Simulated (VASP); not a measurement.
## TiO2: single point with PBE

The system is TiO2.

```xyz
12
Lattice="1.4741 -4.7965 0.0000 1.4741 4.7965 0.0000 0.0000 0.0000 10.2352" Properties=species:S:1:pos:R:3 pbc="T T T"
Ti    1.4741   -3.5198    5.9686
Ti    1.4741    3.5198    4.2666
Ti    1.4741   -3.5198    9.3842
Ti    1.4741    3.5198    0.8510
O     1.4741    0.0000    5.1176
O     1.4741    0.0000    0.0000
O     1.4741   -4.1656    7.6764
O     1.4741    4.1656    2.5588
O     1.4741   -2.4405    1.0529
O     1.4741    2.4405    9.1824
O     1.4741    2.4405    6.1705
O     1.4741   -2.4405    4.0648
```

| Quantity | Value |
| --- | --- |
| Program | VASP 6.6.1 |
| Task | single point |
| Functional | PBE |
| Potentials or basis | VASP PAW PBE potentials, release 64 (Ti_sv, O) |
| Cutoff | 520 eV |
| k mesh | 3 × 3 × 1 |
| Occupations | fermi-dirac, width 0.05 eV |
| Spin | no spin polarisation |
| Dipole correction | no |
| Further INCAR settings | ALGO = Normal; EDIFF = 1e-06; NBANDS = 60 |

```yaml
Pressure: -0.7 GPa
Largest_force: 0.138 eV/Å
Band_gap_on_the_k_mesh: 2.78 eV (least direct gap 2.80 eV)
```

Forces in eV/Å, atoms in the order of the input:
```
Ti   0.000  0.022  0.039
Ti   0.000 -0.022 -0.039
Ti   0.000  0.022 -0.039
Ti   0.000 -0.022  0.039
O    0.000  0.000  0.000
O    0.000  0.000  0.000
O    0.000  0.078  0.000
O    0.000 -0.078  0.000
O    0.000  0.126 -0.057
O    0.000 -0.126  0.057
O    0.000 -0.126 -0.057
O    0.000  0.126  0.057
```

Stress tensor (GPa, compression positive):
```
-0.25  0.00  0.00
 0.00 -1.33  0.00
 0.00  0.00 -0.46
```

Levels at points of the mesh, in eV from the valence-band top:
| k point | band 44 | band 45 | band 46 | band 47 | band 48 | band 49 | band 50 | band 51 | band 52 | band 53 |
| --- | --- | --- | --- | --- | --- | --- | --- | --- | --- | --- |
| (0.00, 0.00, 0.00) | -0.50 | -0.36 | -0.30 | -0.01 | 0.00 | 2.90 | 2.91 | 3.16 | 3.64 | 3.76 |

Wall time 94 s on 1 thread of Intel Xeon 8259CL, on a shared host, peak memory 0.34 GiB.

Caveat: the k points lie up to 0.74 Å⁻¹ apart; an odd mesh through Γ misses points on the zone boundary, where band edges can lie.
